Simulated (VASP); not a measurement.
# Ti (Im-3m) in VASP: a series of runs

The runs below take Ti through single point, with revPBE.

Everything below comes from runs of VASP 6.6.1. Logs are shortened: lines on timing, memory, paths and dates and some standing lists are left out, and cuts for length are marked.

**1. The cell of the first run**

The structure is cubic, space group Im-3m (No. 229). Conventional cell: a = 3.284 Å, b = 3.284 Å, c = 3.284 Å, α = 90.00°, β = 90.00°, γ = 90.00°. Within 3.7 Å of Ti (site symmetry m-3m) lie 14 Ti at 2.84 to 3.28 Å.

**2. Single point, revPBE**

File INCAR:

```
SYSTEM = Ti
PREC = Accurate
ENCUT = 520
EDIFF = 1E-6
ISMEAR = -1
SIGMA = 0.1
LREAL = .FALSE.
LASPH = .TRUE.
NELM = 80
ALGO = Normal
ISIF = 2
LWAVE = .FALSE.
LCHARG = .TRUE.
GGA = RE
LELF = .TRUE.
LVHAR = .TRUE.
NBANDS = 12
```

File KPOINTS:

```
regular mesh
0
G
  15 15 15
  0 0 0
```

File POSCAR:

```
Ti
1.0
   -1.6422078818      1.6422078818      1.6422078818
    1.6422078818     -1.6422078818      1.6422078818
    1.6422078818      1.6422078818     -1.6422078818
Ti
1
Direct
    0.0000000000      0.0000000000      0.0000000000
```

Potentials or basis: VASP PAW PBE potentials, release 64 (Ti_sv).

Launch:

```
> cat potpaw_PBE.64/Ti_sv/POTCAR > POTCAR
> mpirun -np 1 vasp_std > vasp.out
```

OUTCAR:

```text
SYSTEM = Ti
   PREC = Accurate
   ENCUT = 520
   EDIFF = 1E-6
   ISMEAR = -1
   LREAL = .FALSE.
   LASPH = .TRUE.
   NELM = 80
   ISIF = 2
   GGA = RE

 ion  position               nearest neighbor table
   1  0.000  0.000  0.000-

  LATTYP: Found a body centered cubic cell.
 ALAT       =     3.2844157636

  Lattice vectors:

 A1 = (  -1.6422078818,   1.6422078818,   1.6422078818)
 A2 = (   1.6422078818,  -1.6422078818,   1.6422078818)
 A3 = (   1.6422078818,   1.6422078818,  -1.6422078818)

Analysis of symmetry for initial positions (statically):
=====================================================================
 Subroutine PRICEL returns:
 Original cell was already a primitive cell.

 Routine SETGRP: Setting up the symmetry group for a
 body centered cubic supercell.

 Subroutine GETGRP returns: Found 48 space group operations
 (whereof 48 operations were pure point group operations)
 out of a pool of 48 trial point group operations.

The static configuration has the point symmetry O_h .

Analysis of symmetry for dynamics (positions and initial velocities):
=====================================================================
 Subroutine PRICEL returns:
 Original cell was already a primitive cell.

 Routine SETGRP: Setting up the symmetry group for a
 body centered cubic supercell.

 Subroutine GETGRP returns: Found 48 space group operations
 (whereof 48 operations were pure point group operations)
 out of a pool of 48 trial point group operations.

The dynamic configuration has the point symmetry O_h .

 Subroutine INISYM returns: Found 48 space group operations
 (whereof 48 operations are pure point group operations),
 and found     1 'primitive' translations

----------------------------------------------------------------------------------------

                                     Primitive cell

  volume of cell :      17.7151

  direct lattice vectors                    reciprocal lattice vectors
    -1.642207882  1.642207882  1.642207882     0.000000000  0.304468153  0.304468153
     1.642207882 -1.642207882  1.642207882     0.304468153  0.000000000  0.304468153
     1.642207882  1.642207882 -1.642207882     0.304468153  0.304468153  0.000000000

  length of vectors
     2.844387488  2.844387488  2.844387488     0.430582991  0.430582991  0.430582991

  position of ions in fractional coordinates (direct lattice)
     0.000000000  0.000000000  0.000000000

  ion indices of the primitive-cell ions
   primitive index   ion index
                 1           1

----------------------------------------------------------------------------------------

 KPOINTS: regular mesh

Automatic generation of k-mesh.
 Grid dimensions read from file:
 generate k-points for:   15   15   15

 Generating k-lattice:

  Cartesian coordinates                     Fractional coordinates (reciprocal lattice)
     0.000000000  0.020297877  0.020297877     0.066666667  0.000000000  0.000000000
     0.020297877  0.000000000  0.020297877     0.000000000  0.066666667  0.000000000
     0.020297877  0.020297877  0.000000000     0.000000000  0.000000000  0.066666667

  Length of vectors
     0.028705533  0.028705533  0.028705533

  Shift w.r.t. Gamma in fractional coordinates (k-lattice)
     0.000000000  0.000000000  0.000000000

 Subroutine IBZKPT returns following result:
 ===========================================

 Found    120 irreducible k-points:

 Following reciprocal coordinates:
            Coordinates               Weight
  0.000000  0.000000  0.000000      1.000000
  0.066667  0.000000  0.000000     12.000000
  0.133333  0.000000  0.000000     12.000000
  0.200000  0.000000  0.000000     12.000000
  0.266667  0.000000  0.000000     12.000000
  0.333333  0.000000  0.000000     12.000000
[... 16 lines left out ...]
  0.333333  0.200000  0.000000     48.000000
  0.400000  0.200000  0.000000     24.000000
 [... further k-points ...]
   k-points           NKPTS =    120   k-points in BZ     NKDIM =    120   number of bands    NBANDS=     12
   number of dos      NEDOS =    301   number of ions     NIONS =      1
   total plane-waves  NPLWV =  13824
   dimension x,y,z NGX =    24 NGY =   24 NGZ =   24
   dimension x,y,z NGXF=    48 NGYF=   48 NGZF=   48
   ions per type =               1
   NGX,Y,Z   is equivalent  to a cutoff of  14.03, 14.03, 14.03 a.u.
   NGXF,Y,Z  is equivalent  to a cutoff of  28.05, 28.05, 28.05 a.u.
 SYSTEM =  Ti
   PREC   = accura    normal or accurate (medium, high low for compatibility)
   ISTART =      0    job   : 0-new  1-cont  2-samecut
   ICHARG =      2    charge: 1-file 2-atom 10-const
   ISPIN  =      1    spin polarized calculation?
   LNONCOLLINEAR =      F non collinear calculations
   LSORBIT =      F    spin-orbit coupling
   LASPH  =      T    aspherical Exc in radial PAW
   ENCUT  =  520.0 eV  38.22 Ry    6.18 a.u.   5.29  5.29  5.29*2*pi/ulx,y,z
   NELM   =     80;   NELMIN=  2; NELMDL= -5     # of ELM steps
   EDIFF  = 0.1E-05   stopping-criterion for ELM
   LREAL  =      F    real-space projection
   EDIFFG = 0.1E-04   stopping-criterion for IOM
   NSW    =      0    number of steps for IOM
   IBRION =     -1    ionic relax: 0-MD 1-quasi-New 2-CG
   NFREE  =      0    steps in history (QN), initial steepest desc. (CG)
   ISIF   =      2    stress and relaxation
   ISYM   =      2    0-nonsym 1-usesym 2-fastsym
   POTIM  = 0.5000    time-step for ionic-motion
   TEBEG  =    0.0;   TEEND  =   0.0 temperature during run
   PSTRESS=    0.0 pullay stress
   NELECT =      12.0000    total number of electrons
   NUPDOWN=      -1.0000    fix difference up-down
   EMIN   =  10.00;   EMAX   =-10.00  energy-range for DOS
   EFERMI =   0.00;   METHOD = LEGACY
   ISMEAR =    -1;   SIGMA  =   0.10  broadening in eV -4-tet -1-fermi 0-gaus
   EFERMI_NEDOS =   21; number of points for ismear=-14 and -15
   IALGO  =     38    algorithm
   IMIX   =      4    mixing-type and parameters
     AMIX     =   0.40;   BMIX     =  1.00
     AMIX_MAG =   1.60;   BMIX_MAG =  1.00
  volume/ion in A,a.u.               =      17.72       119.55
  Fermi-wavevector in a.u.,A,eV,Ry     =   1.437762  2.716977 28.125428  2.067161
  Thomas-Fermi vector in A             =   2.556804
   LORBIT       =      0    0 simple, 1 ext, 2 COOP (PROOUT), +10 PAW based schemes
   GGA     = RE    functional components
   LHFCALC =     F    Hartree Fock is set to
   AEXX    =    0.0000 exact exchange contribution
   IVDW    =     0    specifies the selected vdW correction
   LEPSILON=     F    determine dielectric tensor
   LRPA    =     F    only Hartree local field effects (RPA)
 non-spin polarized calculation
  energy-cutoff  :      520.00
  volume of cell :       17.72
 maximum number of plane-waves:       487
 NGX is ok and might be reduce to    24
   NGX = 11   NGY = 11   NGZ = 11

 number of electron      12.0000001 magnetization

 Free energy of the ion-electron system (eV)
  ---------------------------------------------------
  ext. energy  EPLUGINS =         0.00000000
  ---------------------------------------------------
  free energy    TOTEN  =        -7.44303805 eV

  energy without entropy =       -7.36362550  energy(sigma->0) =       -7.40333177

 E-fermi :   7.9705     XC(G=0): -11.3223

 val. band max:        7.9658595688   @ k =  -0.3333  -0.4667   0.0667
 cond. band min:       7.9711864280   @ k =   0.2667   0.2000   0.0000
 fundamental gap:      0.0053268592
 Fermi energy:         7.9704918869

 k-point     1 :       0.0000    0.0000    0.0000
  band No.  band energies     occupation
      1     -48.7073      2.00000
      2     -24.5377      2.00000
      3     -24.5377      2.00000
      4     -24.5377      2.00000
      5       2.0420      2.00000
      6       8.9482      0.00011
      7       8.9482      0.00011
      8       8.9482      0.00011
      9      10.6567      0.00000
     10      10.6567      0.00000
     11      25.2085      0.00000
     12      25.2085      0.00000

 k-point     2 :       0.0667    0.0000    0.0000
  band No.  band energies     occupation
      1     -48.7021      2.00000
      2     -24.5659      2.00000
      3     -24.5464      2.00000
      4     -24.5379      2.00000
      5       2.1913      2.00000
      6       8.8807      0.00022
      7       8.9290      0.00014
      8       9.0554      0.00004
      9      10.5787      0.00000
     10      10.6607      0.00000
     11      24.9540      0.00000
     12      25.1860      0.00000

 k-point     3 :       0.1333    0.0000    0.0000
  band No.  band energies     occupation
      1     -48.6876      2.00000
      2     -24.6448      2.00000
      3     -24.5710      2.00000
      4     -24.5383      2.00000
      5       2.6248      2.00000
      6       8.6956      0.00142
      7       8.8371      0.00034
      8       9.3681      0.00000
      9      10.4228      0.00000
     10      10.6767      0.00000
     11      24.1513      0.00000
     12      24.9483      0.00000
[... 286 lines left out ...]
 k-point    23 :       0.3333    0.2000    0.0000
  band No.  band energies     occupation
      1     -48.5823      2.00000
      2     -25.0754      2.00000
      3     -24.8063      2.00000
      4     -24.5986      2.00000
      5       6.2536      2.00000
      6       7.5417      1.97290
      7       7.9773      0.96572
      8      10.5499      0.00000
      9      11.0874      0.00000
     10      13.2229      0.00000
     11      17.0865      0.00000
     12      19.2466      0.00000

 k-point    24 :       0.4000    0.2000    0.0000
  band No.  band energies     occupation
      1     -48.5781      2.00000
      2     -25.0855      2.00000
      3     -24.8234      2.00000
      4     -24.5998      2.00000
      5       6.3234      2.00000
      6       7.5764      1.96188
      7       8.0179      0.76747
      8      10.5968      0.00000
      9      11.1271      0.00000
     10      13.6494      0.00000
     11      16.3796      0.00000
     12      19.0626      0.00000

 [... further k-points ...]

------------------------ aborting loop because EDIFF is reached ----------------------------------------

  FORCE on cell =-STRESS in cart. coord.  units (eV):
  Direction    XX          YY          ZZ          XY          YZ          ZX
  --------------------------------------------------------------------------------------
  -------------------------------------------------------------------------------------
  Total       -0.0254341     -0.0254341     -0.0254341      0.0000000     -0.0000000     -0.0000000
  in kB       -2.3002876     -2.3002876     -2.3002876      0.0000000     -0.0000000     -0.0000000
  external PRESSURE =      -2.3002876 kB  Pullay stress =       0.0000000 kB

 VOLUME and BASIS-vectors are now :
 -----------------------------------------------------------------------------
  energy-cutoff  :      520.00
  volume of cell :       17.72
      direct lattice vectors                 reciprocal lattice vectors
    -1.642207882  1.642207882  1.642207882     0.000000000  0.304468153  0.304468153
     1.642207882 -1.642207882  1.642207882     0.304468153  0.000000000  0.304468153
     1.642207882  1.642207882 -1.642207882     0.304468153  0.304468153  0.000000000

 POSITION                                       TOTAL-FORCE (eV/Angst)
 -----------------------------------------------------------------------------------
      0.00000      0.00000      0.00000         0.000000      0.000000     -0.000000
 -----------------------------------------------------------------------------------
    total drift:                               -0.000000      0.000000      0.000000

  FREE ENERGIE OF THE ION-ELECTRON SYSTEM (eV)
  ---------------------------------------------------
  free  energy   TOTEN  =        -7.4430380454 eV

  energy  without entropy=       -7.3636255011  energy(sigma->0) =       -7.40333177
```

Run time: 16 s. Hardware: 1 thread of Intel Xeon 6975P-C, shared host; peak memory 0.15 GiB.

What came out:

| Item | Value |
| --- | --- |
| Free energy | -7.4430 eV |
| Pressure | -0.2 GPa |
| Band gap on the k mesh | zero (band 6 reaches 8.95 eV, above the bottom of band 7 at 7.33 eV) |

Levels at points of the mesh, in eV from the Fermi level:
| k point | band 4 | band 5 | band 6 | band 7 | band 8 | band 9 |
| --- | --- | --- | --- | --- | --- | --- |
| (0.00, 0.00, 0.00) | -32.51 | -5.93 | 0.98 | 0.98 | 0.98 | 2.69 |

Caveat: the PAW data sets were made with another functional, which shifts forces and pressure a little.

**3. Single point, revPBE (volume scaled by 1.04)**

File INCAR:

```
ALGO     = Normal         # electronic algorithm
EDIFF    = 1E-6           # SCF threshold, eV
ENCUT    = 520            # plane-wave cutoff, eV
GGA      = RE             # functional
ISIF     = 2              # what is computed and relaxed
ISMEAR   = -1             # smearing method
LASPH    = T              # aspherical terms in the spheres
LCHARG   = F              # write CHGCAR
LREAL    = F              # projectors in reciprocal space
LWAVE    = F              # write WAVECAR
NBANDS   = 12             # bands
NELM     = 60             # most SCF steps
PREC     = Accurate       # precision mode
SIGMA    = 0.1            # smearing width, eV
```

File KPOINTS:

```
k-points
0
Gamma
  15 15 15
```

File POSCAR:

```
Ti
1.0
   -1.6638183585      1.6638183585      1.6638183585
    1.6638183585     -1.6638183585      1.6638183585
    1.6638183585      1.6638183585     -1.6638183585
Ti
1
Direct
    0.0000000000      0.0000000000      0.0000000000
```

Potentials or basis: VASP PAW PBE potentials, release 64 (Ti_sv).

Launch:

```
> cat potpaw_PBE.64/Ti_sv/POTCAR > POTCAR
> mpirun -np 1 vasp_std > vasp.out
```

It took 14 s on 1 thread of Intel Xeon 6975P-C, shared host; peak memory 0.15 GiB.

Results (log left out):

| Quantity | Value |
| --- | --- |
| Free energy | -7.4340 eV |
| Pressure | -3.9 GPa |
| Band gap on the k mesh | zero (band 6 reaches 8.52 eV, above the bottom of band 7 at 6.96 eV) |

Levels at points of the mesh, in eV from the Fermi level:
```
           k point  band 3  band 4  band 5  band 6  band 7  band 8  band 9  band 10
(0.00, 0.00, 0.00)  -32.63  -32.63   -5.84    0.94    0.94    0.94    2.57     2.57
```

Caveat: the PAW data sets were made with another functional, which shifts forces and pressure a little.

**4. Single point, revPBE (volume scaled by 1.08)**

File INCAR:

```
SYSTEM = Ti
PREC = Accurate
ENCUT = 520
EDIFF = 1E-6
ISMEAR = -1
SIGMA = 0.1
LREAL = .FALSE.
LASPH = .TRUE.
NELM = 80
ALGO = Normal
ISIF = 2
LWAVE = .FALSE.
LCHARG = .TRUE.
GGA = RE
LELF = .TRUE.
LVHAR = .TRUE.
NBANDS = 12
```

File KPOINTS:

```
regular mesh
0
G
  15 15 15
  0 0 0
```

File POSCAR:

```
Ti
1.0
   -1.6848815864      1.6848815864      1.6848815864
    1.6848815864     -1.6848815864      1.6848815864
    1.6848815864      1.6848815864     -1.6848815864
Ti
1
Direct
    0.0000000000      0.0000000000      0.0000000000
```

Launch:

```
> cat potpaw_PBE.64/Ti_sv/POTCAR > POTCAR
> mpirun -np 1 vasp_std > vasp.out
```

It took 16 s on 1 thread of Intel Xeon 6975P-C, shared host; peak memory 0.15 GiB.

It converged, with:

| Property | Result |
| --- | --- |
| Free energy | -7.4102 eV |
| Pressure | -6.9 GPa |
| Band gap on the k mesh | zero (band 6 reaches 8.11 eV, above the bottom of band 7 at 6.62 eV) |

Levels at points of the mesh, in eV from the Fermi level:
| k point | band 3 | band 4 | band 5 | band 6 | band 7 | band 8 | band 9 | band 10 |
| --- | --- | --- | --- | --- | --- | --- | --- | --- |
| (0.00, 0.00, 0.00) | -32.74 | -32.74 | -5.75 | 0.90 | 0.90 | 0.90 | 2.45 | 2.45 |

Caveat: the PAW data sets were made with another functional, which shifts forces and pressure a little.

**5. Summary**

| cell | gap on the mesh (eV) | pressure (GPa) |
| --- | --- | --- |
| a = 2.844 Å, angles 109.5°, 1 atom | none | -0.2 |
| a = 2.882 Å, angles 109.5°, 1 atom | none | -3.9 |
| a = 2.918 Å, angles 109.5°, 1 atom | none | -6.9 |

Alike in all rows: task single point; level revPBE; potentials or basis VASP PAW PBE potentials, release 64 (Ti_sv); no spin polarisation; k mesh 15 × 15 × 15; cutoff (eV) 520; smearing fermi-dirac 0.1 eV.

Caveats: the PAW data sets were made with another functional, which shifts forces and pressure a little.

Absolute energies hang on the potentials; compare differences alone.
